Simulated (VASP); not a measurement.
# NaMnS (P4/nmm) in VASP: single point with PBE

Aim: the single point of NaMnS with PBE.

Program: VASP 6.6.1. These are calculated values, not measurements. Logs are shortened: lines on timing, memory, paths and dates and some standing lists are left out, and cuts for length are marked.

**1. The cell of the first run**

Symmetry: P4/nmm, No. 129, tetragonal system. The conventional cell has a = 3.685 Å, b = 3.685 Å, c = 8.754 Å, α = 90.00°, β = 90.00°, γ = 90.00°. Within 4.2 Å of Na (site symmetry 4mm) lie 5 S at 3.04 to 4.02 Å and 4 Mn at 3.34 Å and 8 Na at 3.69 to 4.11 Å. Within 2.9 Å of S (site symmetry 4mm) lie 4 Mn at 2.21 Å. Within 2.9 Å of Mn (site symmetry -4m2) lie 4 S at 2.21 Å and 4 Mn at 2.61 Å.

**2. Single point, PBE**

The input, INCAR:

```
PREC = Accurate
ENCUT = 520
EDIFF = 1E-6
ISMEAR = 1
SIGMA = 0.018
LREAL = False
LASPH = True
NELM = 80
ALGO = Normal
ISIF = 2
LWAVE = False
LCHARG = False
GGA = PE
NBANDS = 35
```

The input, KPOINTS:

```
regular mesh
0
Gamma
  4 4 3
```

The input, POSCAR:

```
NaMnS
1.0
    3.6853938049      0.0000000000      0.0000000000
    0.0000000000      3.6853938049      0.0000000000
    0.0000000000      0.0000000000      8.7537814887
Na S Mn
2 2 2
Direct
    0.0000000000      0.5000000000      0.6817098942
    0.5000000000      0.0000000000      0.3182901058
    0.0000000000      0.5000000000      0.1404056663
    0.5000000000      0.0000000000      0.8595943337
    0.0000000000      0.0000000000      0.0000000000
    0.5000000000      0.5000000000      0.0000000000
```

Potentials or basis: VASP PAW PBE potentials, release 64 (Na_pv, S, Mn_pv).

Started as:

```bash
> cat potpaw_PBE.64/Na_pv/POTCAR potpaw_PBE.64/S/POTCAR potpaw_PBE.64/Mn_pv/POTCAR > POTCAR
> mpirun -np 1 vasp_std > vasp.out
```

OUTCAR:

```text
PREC = Accurate
   ENCUT = 520
   EDIFF = 1E-6
   ISMEAR = 1
   LREAL = False
   LASPH = True
   NELM = 80
   ISIF = 2
   GGA = PE

 ion  position               nearest neighbor table
   1  0.000  0.500  0.682-
   2  0.500  0.000  0.318-
   3  0.000  0.500  0.140-   5 2.21   6 2.21   5 2.21   6 2.21
   4  0.500  0.000  0.860-   5 2.21   6 2.21   6 2.21   5 2.21
   5  0.000  0.000  0.000-   3 2.21   4 2.21   3 2.21   4 2.21   6 2.61   6 2.61   6 2.61   6 2.61

   6  0.500  0.500  0.000-   3 2.21   4 2.21   4 2.21   3 2.21   5 2.61   5 2.61   5 2.61   5 2.61

  LATTYP: Found a simple tetragonal cell.
 ALAT       =     3.6853938049
 C/A-ratio  =     2.3752635273

  Lattice vectors:

 A1 = (   3.6853938049,   0.0000000000,   0.0000000000)
 A2 = (   0.0000000000,   3.6853938049,   0.0000000000)
 A3 = (   0.0000000000,   0.0000000000,   8.7537814887)

Analysis of symmetry for initial positions (statically):
=====================================================================
 Subroutine PRICEL returns:
 Original cell was already a primitive cell.

 Routine SETGRP: Setting up the symmetry group for a
 simple tetragonal supercell.

 Subroutine GETGRP returns: Found 16 space group operations
 (whereof  8 operations were pure point group operations)
 out of a pool of 16 trial point group operations.

The static configuration has the point symmetry D_2d.
 The point group associated with its full space group is D_4h.

Analysis of symmetry for dynamics (positions and initial velocities):
=====================================================================
 Subroutine PRICEL returns:
 Original cell was already a primitive cell.

 Routine SETGRP: Setting up the symmetry group for a
 simple tetragonal supercell.

 Subroutine GETGRP returns: Found 16 space group operations
 (whereof  8 operations were pure point group operations)
 out of a pool of 16 trial point group operations.

The dynamic configuration has the point symmetry D_2d.
 The point group associated with its full space group is D_4h.

 Subroutine INISYM returns: Found 16 space group operations
 (whereof  8 operations are pure point group operations),
 and found     1 'primitive' translations

----------------------------------------------------------------------------------------

                                     Primitive cell

  volume of cell :     118.8950

  direct lattice vectors                    reciprocal lattice vectors
     3.685393805  0.000000000  0.000000000     0.271341423  0.000000000  0.000000000
     0.000000000  3.685393805  0.000000000     0.000000000  0.271341423  0.000000000
     0.000000000  0.000000000  8.753781489     0.000000000  0.000000000  0.114236345

  length of vectors
     3.685393805  3.685393805  8.753781489     0.271341423  0.271341423  0.114236345

  position of ions in fractional coordinates (direct lattice)
     0.000000000  0.500000000  0.681709894
     0.500000000  0.000000000  0.318290106
     0.000000000  0.500000000  0.140405666
     0.500000000  0.000000000  0.859594334
     0.000000000  0.000000000  0.000000000
     0.500000000  0.500000000  0.000000000

  ion indices of the primitive-cell ions
   primitive index   ion index
                 1           1
                 2           2
                 3           3
                 4           4
                 5           5
                 6           6

----------------------------------------------------------------------------------------

 KPOINTS: regular mesh

Automatic generation of k-mesh.
 Grid dimensions read from file:
 generate k-points for:    4    4    3

 Generating k-lattice:

  Cartesian coordinates                     Fractional coordinates (reciprocal lattice)
     0.067835356  0.000000000  0.000000000     0.250000000  0.000000000  0.000000000
     0.000000000  0.067835356  0.000000000     0.000000000  0.250000000  0.000000000
     0.000000000  0.000000000  0.038078782     0.000000000  0.000000000  0.333333333

  Length of vectors
     0.067835356  0.067835356  0.038078782

  Shift w.r.t. Gamma in fractional coordinates (k-lattice)
     0.000000000  0.000000000  0.000000000

 Subroutine IBZKPT returns following result:
 ===========================================

 Found     12 irreducible k-points:

 Following reciprocal coordinates:
            Coordinates               Weight
  0.000000  0.000000  0.000000      1.000000
  0.250000  0.000000  0.000000      4.000000
  0.500000  0.000000  0.000000      2.000000
  0.250000  0.250000  0.000000      4.000000
  0.500000  0.250000  0.000000      4.000000
  0.500000  0.500000  0.000000      1.000000
  0.000000  0.000000  0.333333      2.000000
  0.250000  0.000000  0.333333      8.000000
  0.500000  0.000000  0.333333      4.000000
  0.250000  0.250000  0.333333      8.000000
  0.500000  0.250000  0.333333      8.000000
  0.500000  0.500000  0.333333      2.000000
   k-points           NKPTS =     12   k-points in BZ     NKDIM =     12   number of bands    NBANDS=     35
   number of dos      NEDOS =    301   number of ions     NIONS =      6
   total plane-waves  NPLWV =  54880
   dimension x,y,z NGX =    28 NGY =   28 NGZ =   70
   dimension x,y,z NGXF=    56 NGYF=   56 NGZF=  140
   ions per type =               2   2   2
   NGX,Y,Z   is equivalent  to a cutoff of  12.63, 12.63, 13.29 a.u.
   NGXF,Y,Z  is equivalent  to a cutoff of  25.26, 25.26, 26.59 a.u.
 SYSTEM =  unknown system
   PREC   = accura    normal or accurate (medium, high low for compatibility)
   ISTART =      0    job   : 0-new  1-cont  2-samecut
   ICHARG =      2    charge: 1-file 2-atom 10-const
   ISPIN  =      1    spin polarized calculation?
   LNONCOLLINEAR =      F non collinear calculations
   LSORBIT =      F    spin-orbit coupling
   LASPH  =      T    aspherical Exc in radial PAW
   ENCUT  =  520.0 eV  38.22 Ry    6.18 a.u.   6.85  6.85 16.28*2*pi/ulx,y,z
   NELM   =     80;   NELMIN=  2; NELMDL= -5     # of ELM steps
   EDIFF  = 0.1E-05   stopping-criterion for ELM
   LREAL  =      F    real-space projection
   EDIFFG = 0.1E-04   stopping-criterion for IOM
   NSW    =      0    number of steps for IOM
   IBRION =     -1    ionic relax: 0-MD 1-quasi-New 2-CG
   NFREE  =      0    steps in history (QN), initial steepest desc. (CG)
   ISIF   =      2    stress and relaxation
   ISYM   =      2    0-nonsym 1-usesym 2-fastsym
   POTIM  = 0.5000    time-step for ionic-motion
   TEBEG  =    0.0;   TEEND  =   0.0 temperature during run
   PSTRESS=    0.0 pullay stress
   NELECT =      52.0000    total number of electrons
   NUPDOWN=      -1.0000    fix difference up-down
   EMIN   =  10.00;   EMAX   =-10.00  energy-range for DOS
   EFERMI =   0.00;   METHOD = LEGACY
   ISMEAR =     1;   SIGMA  =   0.02  broadening in eV -4-tet -1-fermi 0-gaus
   EFERMI_NEDOS =   21; number of points for ismear=-14 and -15
   IALGO  =     38    algorithm
   IMIX   =      4    mixing-type and parameters
     AMIX     =   0.40;   BMIX     =  1.00
     AMIX_MAG =   1.60;   BMIX_MAG =  1.00
  volume/ion in A,a.u.               =      19.82       133.72
  Fermi-wavevector in a.u.,A,eV,Ry     =   1.242667  2.348300 21.010407  1.544221
  Thomas-Fermi vector in A             =   2.377012
   LORBIT       =      0    0 simple, 1 ext, 2 COOP (PROOUT), +10 PAW based schemes
   GGA     = PE    functional components
   LHFCALC =     F    Hartree Fock is set to
   AEXX    =    0.0000 exact exchange contribution
   IVDW    =     0    specifies the selected vdW correction
   LEPSILON=     F    determine dielectric tensor
   LRPA    =     F    only Hartree local field effects (RPA)
 non-spin polarized calculation
 Methfessel and Paxton  Order N= 1 SIGMA  =   0.02
  energy-cutoff  :      520.00
  volume of cell :      118.89
 maximum number of plane-waves:      3236
 NGX is ok and might be reduce to    28
   NGX = 13   NGY = 13   NGZ = 33

 number of electron      52.0000024 magnetization

 Free energy of the ion-electron system (eV)
  ---------------------------------------------------
  ext. energy  EPLUGINS =         0.00000000
  ---------------------------------------------------
  free energy    TOTEN  =       -31.77816451 eV

  energy without entropy =      -31.77728411  energy(sigma->0) =      -31.77787104

 E-fermi :   4.4713     XC(G=0):  -9.0738

 val. band max:        4.4665247039   @ k =   0.2500   0.2500   0.3333
 cond. band min:       4.4789059107   @ k =   0.2500   0.2500   0.0000
 fundamental gap:      0.0123812068
 Fermi energy:         4.4712812788

 k-point     1 :       0.0000    0.0000    0.0000
  band No.  band energies     occupation
      1     -43.4078      2.00000
      2     -43.4078      2.00000
      3     -43.1769      2.00000
      4     -43.1693      2.00000
      5     -43.1693      2.00000
      6     -43.1128      2.00000
[... 27 lines left out ...]
     34       9.6256      0.00000
     35       9.9238      0.00000

 k-point     2 :       0.2500    0.0000    0.0000
  band No.  band energies     occupation
      1     -43.3772      2.00000
      2     -43.3731      2.00000
      3     -43.2086      2.00000
      4     -43.2044      2.00000
      5     -43.1670      2.00000
      6     -43.1217      2.00000
[... 27 lines left out ...]
     34       8.8870      0.00000
     35       9.9175      0.00000

 k-point     3 :       0.5000    0.0000    0.0000
  band No.  band energies     occupation
      1     -43.2972      2.00000
      2     -43.2972      2.00000
      3     -43.2890      2.00000
      4     -43.2890      2.00000
      5     -43.1439      2.00000
      6     -43.1439      2.00000
[... 27 lines left out ...]
     34       8.5214      0.00000
     35      10.4437      0.00000
[... 267 lines left out ...]
 k-point    11 :       0.5000    0.2500    0.3333
  band No.  band energies     occupation
      1     -43.4018      2.00000
      2     -43.4018      2.00000
      3     -43.1870      2.00000
      4     -43.1870      2.00000
      5     -43.1435      2.00000
      6     -43.1435      2.00000
[... 27 lines left out ...]
     34       9.1078      0.00000
     35      10.3951      0.00000

 k-point    12 :       0.5000    0.5000    0.3333
  band No.  band energies     occupation
      1     -43.4475      2.00000
      2     -43.4475      2.00000
      3     -43.1438      2.00000
      4     -43.1438      2.00000
      5     -43.1431      2.00000
      6     -43.1431      2.00000
[... 27 lines left out ...]
     34       8.4913      0.00000
     35       9.5287      0.00000

------------------------ aborting loop because EDIFF is reached ----------------------------------------

  FORCE on cell =-STRESS in cart. coord.  units (eV):
  Direction    XX          YY          ZZ          XY          YZ          ZX
  --------------------------------------------------------------------------------------
  -------------------------------------------------------------------------------------
  Total        0.0343224      0.0343224      0.0644807      0.0000000     -0.0000000      0.0000000
  in kB        0.4625140      0.4625140      0.8689138      0.0000000     -0.0000000      0.0000000
  external PRESSURE =       0.5979806 kB  Pullay stress =       0.0000000 kB

 VOLUME and BASIS-vectors are now :
 -----------------------------------------------------------------------------
  energy-cutoff  :      520.00
  volume of cell :      118.89
      direct lattice vectors                 reciprocal lattice vectors
     3.685393805  0.000000000  0.000000000     0.271341423  0.000000000  0.000000000
     0.000000000  3.685393805  0.000000000     0.000000000  0.271341423  0.000000000
     0.000000000  0.000000000  8.753781489     0.000000000  0.000000000  0.114236345

 POSITION                                       TOTAL-FORCE (eV/Angst)
 -----------------------------------------------------------------------------------
      0.00000      1.84270      5.96754        -0.000000      0.000000     -0.002724
      1.84270      0.00000      2.78624         0.000000      0.000000      0.002724
      0.00000      1.84270      1.22908        -0.000000      0.000000      0.016291
      1.84270      0.00000      7.52470         0.000000     -0.000000     -0.016291
      0.00000      0.00000      0.00000        -0.000000     -0.000000      0.000000
      1.84270      1.84270      0.00000        -0.000000      0.000000      0.000000
 -----------------------------------------------------------------------------------
    total drift:                                0.000000      0.000000     -0.000000

  FREE ENERGIE OF THE ION-ELECTRON SYSTEM (eV)
  ---------------------------------------------------
  free  energy   TOTEN  =       -31.7781645109 eV

  energy  without entropy=      -31.7772841091  energy(sigma->0) =      -31.77787104
```

Wall time 57 s (1 thread of Intel Xeon Platinum 8375C at 2.90GHz (Ice Lake), shared host); peak memory 0.24 GiB.

What came out:

- Free energy: -31.7782 eV
- Pressure: 0.1 GPa
- Largest force: 0.016 eV/Å
- Band gap on the k mesh: zero (bands 26 and 27 overlap by 0.62 eV)

Forces in eV/Å, atoms in the order of the input:
```
Na   0.000  0.000 -0.003
Na   0.000  0.000  0.003
S    0.000  0.000  0.016
S    0.000  0.000 -0.016
Mn   0.000  0.000  0.000
Mn   0.000  0.000  0.000
```

Caveat: the k points lie up to 0.43 Å⁻¹ apart, too coarse for converged energies and pressures of a metal; the run has no spin polarisation, though such a crystal can be magnetic. With open d or f shells a metallic result of PBE can be an artefact of self-interaction; +U or a hybrid may open a gap.
